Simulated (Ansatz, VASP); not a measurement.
**Al3GaN4: VASP beside Ansatz**

The input INCAR:

```
SYSTEM = Al3GaN4
  PREC = Accurate
  ENCUT = 520
  EDIFF = 1E-6
  ISMEAR = 0
  SIGMA = 0.05
  LREAL = .FALSE.
  LASPH = .TRUE.
  NELM = 100
  ALGO = Normal
  ISIF = 2
  LWAVE = .FALSE.
  LCHARG = .FALSE.
  GGA = PS
  NBANDS = 31
```

KPOINTS

```
regular mesh
0
G
  6 6 6
  0 0 0
```

File POSCAR:

```
Al3GaN4
1.0
    4.4069948390      0.0000000000      0.0000000000
    0.0000000000      4.4069948390      0.0000000000
    0.0000000000      0.0000000000      4.4069948390
Al Ga N
3 1 4
Direct
    0.5000000000      0.5000000000      0.0000000000
    0.5000000000      0.0000000000      0.5000000000
    0.0000000000      0.5000000000      0.5000000000
    0.0098255777      0.0098255777      0.0098255777
    0.7447077168      0.7447077168      0.2552922832
    0.7447077168      0.2552922832      0.7447077168
    0.2552922832      0.7447077168      0.7447077168
    0.2552922832      0.2552922832      0.2552922832
```

Input for Ansatz:

```yaml
crystal:
  lattice:
    - [4.406994839, 0.0, 0.0]
    - [0.0, 4.406994839, 0.0]
    - [0.0, 0.0, 4.406994839]
  atoms:
    - { symbol: Al, position: [0.5, 0.5, 0.0] }
    - { symbol: Al, position: [0.5, 0.0, 0.5] }
    - { symbol: Al, position: [0.0, 0.5, 0.5] }
    - { symbol: Ga, position: [0.0098255777, 0.0098255777, 0.0098255777] }
    - { symbol: "N", position: [0.7447077168, 0.7447077168, 0.2552922832] }
    - { symbol: "N", position: [0.7447077168, 0.2552922832, 0.7447077168] }
    - { symbol: "N", position: [0.2552922832, 0.7447077168, 0.7447077168] }
    - { symbol: "N", position: [0.2552922832, 0.2552922832, 0.2552922832] }
basis:
  ecutwfc: 420
kpoints:
  mp_grid: { grid: [6, 6, 6] }
hamiltonian:
  xc: pbesol
scf:
  occupations: { method: gaussian, width: 0.05 }
output:
  forces: true
  stress: true
  eigenvalues: true
```

Change from the starting cell: all Ga atoms moved +0.075 Å, as atom 4 along Cartesian [1 1 1].

Alike in both runs: task single point; functional PBEsol; k mesh 6 × 6 × 6; occupations gaussian, width 0.05 eV; no spin polarisation.

|  | VASP | Ansatz |
| --- | --- | --- |
| version | VASP 6.6.1 | Ansatz 0.2.0 |
| potentials or method | VASP PAW PBE potentials, release 64 (Al, Ga_d, N), cutoff 520 eV | scalar-relativistic, plane waves, PAW |
| valence electrons in the cell | 42 | 42 |

```csv
,VASP,Ansatz,Ansatz less VASP
gap on the k mesh at the Fermi level (eV),3.16,3.17,+0.006
least direct gap on the mesh (eV),3.16,3.17,+0.006
pressure (GPa),0.1,0.2,+0.09
"traceless stress, the component that is largest in VASP (GPa)",0.88,0.90,+0.019
rms of the force components (eV/Å),0.368,0.372,+0.0039
```

VASP's potentials were made for PBE, not for PBEsol. Atom by atom the forces differ by 0.005 eV/Å (rms over components).
